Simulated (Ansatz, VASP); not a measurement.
## Two plane-wave programs on Au

Contents of POSCAR:

```
Au
1.0
    0.0000000000      2.0617793868      2.0617793868
    2.0617793868      0.0000000000      2.0617793868
    2.0617793868      2.0617793868      0.0000000000
Au
1
Direct
    0.0000000000      0.0000000000      0.0000000000
```

The input INCAR.step1:

```
SYSTEM = Au
  PREC = Accurate
  ENCUT = 520
  EDIFF = 1E-5
  ISMEAR = -1
  SIGMA = 0.05
  LREAL = .False.
  LASPH = .True.
  NELM = 60
  ALGO = Normal
  ISIF = 2
  LWAVE = .True.
  LCHARG = .False.
  NBANDS = 12
  GGA = PE
```

Contents of INCAR.step2:

```
SYSTEM = Au
  PREC = Accurate
  ENCUT = 520
  EDIFF = 1E-6
  ISMEAR = -1
  SIGMA = 0.05
  LREAL = .False.
  LASPH = .True.
  NELM = 60
  ALGO = Normal
  ISIF = 2
  LWAVE = .False.
  LCHARG = .False.
  GGA = PE
  LHFCALC = .True.
  AEXX = 1.0
  ALDAC = 0.0
  AGGAC = 0.0
  PRECFOCK = Normal
  NBANDS = 12
  ISTART = 1
```

Contents of KPOINTS:

```
Automatic mesh
0
Gamma
  6 6 6
  0 0 0
```

input.yaml

```yaml
crystal:
  lattice:
    - [0.0, 2.0617793868, 2.0617793868]
    - [2.0617793868, 0.0, 2.0617793868]
    - [2.0617793868, 2.0617793868, 0.0]
  atoms:
    - { symbol: Au, position: [0.0, 0.0, 0.0] }
hamiltonian:
  xc: hf
  pseudopotentials: { kind: paw }
kpoints:
  mp_grid: { grid: [6, 6, 6] }
scf:
  occupations: { method: fermi_dirac, width: 0.05 }
output:
  forces: true
  stress: true
  eigenvalues: true
  write_density: true
  write_potential: true
  elf: true
  volumetric_format: npy
```

Alike in both runs: task single point; functional HF; k mesh 6 × 6 × 6; occupations fermi-dirac, width 0.05 eV; no spin polarisation.

```csv
,VASP,Ansatz
version,VASP 6.6.1,Ansatz 0.2.0
potentials or method,"VASP PAW PBE potentials, release 64 (Au)",Ansatz PAW
plane-wave cutoff (eV),520,420
valence electrons in the cell,11,19
```

|  | VASP | Ansatz | Ansatz less VASP |
| --- | --- | --- | --- |
| gap on the k mesh at the Fermi level (eV) | none | none | - |
| pressure (GPa) | 17.4 | 18.3 | +0.84 |

VASP's potentials were made for PBE, not for HF. A gap of «none» marks a metal or a gap that the smearing closes. The functional is the same, so the differences come from potentials, cutoffs and numerics. VASP's potentials hold 11 valence electrons a cell and Ansatz's 19, so a difference there can come from the potentials and not from the codes.

The k mesh is coarse, so the values compare programs but aren't converged. Neither program's run includes spin-orbit coupling.
